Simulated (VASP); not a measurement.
Si2W:

```
CELL_PARAMETERS angstrom
4.61396 0.00000 0.00000
-2.30698 3.99580 0.00000
0.00000 0.00000 6.64649
ATOMIC_POSITIONS crystal
Si 0.83635 0.67270 0.50000
Si 0.16365 0.83635 0.83333
Si 0.67270 0.83635 0.16667
Si 0.16365 0.32730 0.50000
Si 0.83635 0.16365 0.83333
Si 0.32730 0.16365 0.16667
W 0.00000 0.50000 0.16667
W 0.50000 0.50000 0.83333
W 0.50000 0.00000 0.50000
```

```yaml
Program: VASP 6.6.1
Task: relaxation of cell and atoms
Functional: LDA
Potentials_or_basis: VASP PAW LDA potentials, release 64 (Si, W_sv)
Cutoff: 600 eV
k_mesh: 6 × 6 × 4
Occupations: fermi-dirac, width 0.02 eV
Spin: no spin polarisation
```

At the start: pressure -8.1 GPa; volume 13.62 Å³/atom.

Task: Where does the relaxation end?

Result: Over 9 steps the energy falls by 12.6 meV/atom and the volume is 13.13 Å³/atom (-3.6 %); space group P6_222 (No. 180, to 0.1 Å) before and after.

The path:
```
step  energy change (eV)  largest force (eV/Å)  pressure (GPa)  volume (Å³)
   1              0.0000                0.0457           -8.08       122.54
   2              0.2830                0.0687           18.10       110.76
   3             -0.1133                0.0093           -0.17       118.28
   4             -0.1133                0.0087           -0.01       118.19
   5             -0.1133                0.0080            0.17       118.11
   6             -0.1134                0.0056           -0.25       118.31
   7             -0.1135                0.0064           -0.11       118.24
   8             -0.1135                0.0014            0.05       118.16
   9             -0.1135                0.0024            0.01       118.18
```

Final structure:
```
Si W
1.0
     4.55665    0.00000    0.00000
    -2.27833    3.94618    0.00000
     0.00000    0.00000    6.57214
Si W
6 3
Cartesian
  2.2783 2.6533 3.2861
  -1.1587 3.2998 5.4768
  1.1587 3.2998 1.0954
  0.0000 1.2928 3.2861
  3.4370 0.6464 5.4768
  1.1196 0.6464 1.0954
  -1.1392 1.9731 1.0954
  1.1392 1.9731 5.4768
  2.2783 0.0000 3.2861
```
